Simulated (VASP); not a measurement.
Input of a VASP 6.6.1 run:

File INCAR:

```
PREC = Accurate ; ENCUT = 520
EDIFF = 1E-6 ; ISMEAR = 0
SIGMA = 0.05 ; LREAL = F
LASPH = T ; NELM = 80
ALGO = Normal ; ISIF = 2
LWAVE = F ; LCHARG = F
GGA = PE ; NBANDS = 11
```

KPOINTS

```
regular mesh
0
Gamma
  12 12 12
```

Contents of POSCAR:

```
SiC
1.0
    0.0000000000      2.1361752434      2.1361752434
    2.1361752434      0.0000000000      2.1361752434
    2.0621211683      2.0621211683      0.0740540751
Si C
1 1
Direct
    0.0000000000      0.0000000000      0.0000000000
    0.7500000000      0.7500000000      0.7500000000
```

Potentials or basis: VASP PAW PBE potentials, release 64 (Si, C).

Command:

```sh
$ cat potpaw_PBE.64/Si/POTCAR potpaw_PBE.64/C/POTCAR > POTCAR
$ mpirun -np 1 vasp_std > vasp.out
```

Estimate the pressure.

35.8 GPa.

What does it give for the largest force?

1.119 eV/Å.

Estimate the band gap on the k mesh.

0.97 eV, indirect (least direct gap 4.25 eV).

Forces on the atoms (eV/Å):
```
Si  -0.646 -0.646  0.646
C    0.646  0.646 -0.646
```

Caveat: forces of over 1 eV/Å act on the atoms, so gaps and moduli don't describe the material at rest. A k mesh can miss the band edges.
